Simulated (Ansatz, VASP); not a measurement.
**Two plane-wave programs on Cu**

INCAR

```
SYSTEM = Cu
ALGO = Fast
EDIFF = 1E-6
ENCUT = 520
ISIF = 2
ISMEAR = 0
LASPH = .TRUE.
LCHARG = .TRUE.
LELF = .TRUE.
LREAL = .FALSE.
LVHAR = .TRUE.
LWAVE = .FALSE.
NBANDS = 18
NELM = 60
PREC = Accurate
SIGMA = 0.15
```

The input KPOINTS:

```
k-points
0
G
  21 21 12
  0 0 0
```

Contents of POSCAR:

```
Cu
1.0
    2.4883286535      0.0000000000      0.0000000000
   -1.2441643268      2.1549558269      0.0000000000
    0.0000000000      0.0000000000      4.0637143877
Cu
2
Direct
    0.3493429422      0.6986858845      0.2180095628
    0.6506570578      0.3013141155      0.7819904372
```

Input for Ansatz:

```yaml
crystal:
  lattice:
    - [2.4883286535, 0.0, 0.0]
    - [-1.2441643268, 2.1549558269, 0.0]
    - [0.0, 0.0, 4.0637143877]
  atoms:
    - { symbol: Cu, position: [0.3493429422, 0.6986858845, 0.2180095628] }
    - { symbol: Cu, position: [0.6506570578, 0.3013141155, 0.7819904372] }
basis:
  ecutwfc: 520.0
kpoints:
  mp_grid: { grid: [21, 21, 12] }
hamiltonian:
  xc: lda
  pseudopotentials: { kind: paw, azcp: { folder: soft_1 } }
scf:
  occupations: { method: gaussian, width: 0.15 }
output:
  forces: true
  stress: true
  eigenvalues: true
```

Change from the starting cell: mode 5 frozen in at +0.069 Å and mode 6 at -0.130 Å (largest displacements).

Alike in both runs: task single point; functional LDA; k mesh 21 × 21 × 12; occupations gaussian, width 0.15 eV; no spin polarisation.

|  | VASP | Ansatz |
| --- | --- | --- |
| version | VASP 6.6.1 | Ansatz 0.2.0 |
| potentials or method | VASP PAW LDA potentials, release 64 (Cu), cutoff 520 eV | scalar-relativistic, plane waves, PAW |
| valence electrons in the cell | 22 | 38 |

|  | VASP | Ansatz | Ansatz less VASP |
| --- | --- | --- | --- |
| gap on the k mesh at the Fermi level (eV) | none | none | - |
| pressure (GPa) | 10.4 | 9.5 | -0.93 |
| traceless stress, the component that is largest in VASP (GPa) | 6.93 | 6.99 | +0.061 |
| rms of the force components (eV/Å) | 1.573 | 1.557 | -0.0155 |

Ansatz warns that its potentials were made for another functional, while VASP's fit it. LDA's correlation is that of Perdew and Zunger in VASP and of Perdew and Wang (1992) in Ansatz. Atom by atom the forces differ by 0.016 eV/Å (rms over components). A gap of «none» marks a metal or a gap that the smearing closes. VASP's potentials hold 22 valence electrons a cell and Ansatz's 38, so a difference there can come from the potentials and not from the codes.
